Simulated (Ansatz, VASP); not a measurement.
## One calculation of Li2TaO2, two programs

```
Li Ta O
1.0
     3.59219    0.00000    0.00000
     0.00000    3.59219    0.00000
     0.00000    0.00000    4.87269
Li Ta O
2 1 2
Direct
  0.00000 0.50000 0.50000
  0.50000 0.00000 0.50000
  0.00000 0.00000 0.00000
  0.50000 0.50000 0.24000
  0.50000 0.50000 0.76000
```

Change from the starting cell: species swapped into the CeMg2Si2 type (P4/mmm, No. 123).

Alike in both runs: task single point; functional PBE; k mesh 6 × 6 × 4; occupations gaussian, width 0.1 eV; no spin polarisation.

|  | VASP | Ansatz |
| --- | --- | --- |
| version | VASP 6.6.1 | Ansatz 0.2.0 |
| potentials or method | VASP PAW PBE potentials, release 64 (Li_sv, Ta_pv, O), cutoff 520 eV | scalar-relativistic, plane waves, PAW |
| valence electrons in the cell | 29 | 31 |

|  | VASP | Ansatz | Ansatz less VASP |
| --- | --- | --- | --- |
| gap on the k mesh at the Fermi level (eV) | none | none | - |
| rms of the force components (eV/Å) | 0.095 | 0.090 | -0.0048 |

Atom by atom the forces differ by 0.005 eV/Å (rms over components). A gap of «none» marks a metal or a gap that the smearing closes. With one functional, cell and mesh, what is left measures potentials, basis and numerics. VASP's potentials hold 29 valence electrons a cell and Ansatz's 31, so a difference there can come from the potentials and not from the codes.

Spin-orbit coupling is off throughout. Noted on VASP's run: the cutoff is short for stress, so the pressure is rough.
